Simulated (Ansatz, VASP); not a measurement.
## One calculation of LaHg, two programs

Contents of INCAR:

```
PREC = Accurate
ENCUT = 520
EDIFF = 1E-8
ISMEAR = -1
SIGMA = 0.08
LREAL = False
LASPH = True
NELM = 100
ALGO = Normal
ISIF = 2
LWAVE = False
LCHARG = False
LEFG = True
NBANDS = 18
```

The input KPOINTS:

```
Automatic mesh
0
Gamma
  11 11 11
```

The input POSCAR:

```
LaHg
1.0
    3.8370000000     -0.0191850000     -0.0191850000
   -0.0191850000      3.8370000000     -0.0191850000
   -0.0191850000     -0.0191850000      3.8370000000
La Hg
1 1
Direct
    0.5000000000      0.5000000000      0.5000000000
    0.0000000000      0.0000000000      0.0000000000
```

Input for Ansatz:

```yaml
crystal:
  lattice:
    - [3.837, -0.019185, -0.019185]
    - [-0.019185, 3.837, -0.019185]
    - [-0.019185, -0.019185, 3.837]
  atoms:
    - { symbol: La, position: [0.5, 0.5, 0.5] }
    - { symbol: Hg, position: [0.0, 0.0, 0.0] }
kpoints:
  mp_grid: { grid: [11, 11, 11] }
scf:
  occupations: { method: fermi_dirac, width: 0.08 }
hamiltonian:
  xc: lda
  pseudopotentials: { kind: all_electron, datasets: crystal }
output:
  forces: true
  stress: true
  eigenvalues: true
  efg: { contact_densities: true }
```

Change from the starting cell: equal xy, yz and zx shear strains of -1 %, crystal datasets.

Alike in both runs: task electric field gradients; functional LDA; k mesh 11 × 11 × 11; occupations fermi-dirac, width 0.08 eV; no spin polarisation.

```csv
,VASP,Ansatz
version,VASP 6.6.1,Ansatz 0.2.0
potentials or method,"VASP PAW LDA potentials, release 64 (La, Hg), cutoff 520 eV","all-electron PAW with datasets made for the crystal, scalar-relativistic"
```

```csv
,VASP,Ansatz,Ansatz less VASP
pressure (GPa),-1.7,-1.9,-0.15
"traceless stress, the component that is largest in VASP (GPa)",0.26,0.25,-0.010
size of Vzz on the site where it differs most (V/Å²),10.7,16.0,+5.33
```

LDA's correlation is that of Perdew and Zunger in VASP and of Perdew and Wang (1992) in Ansatz. Ansatz ran all-electron here, and VASP with PAW potentials.

Neither program's run includes spin-orbit coupling.
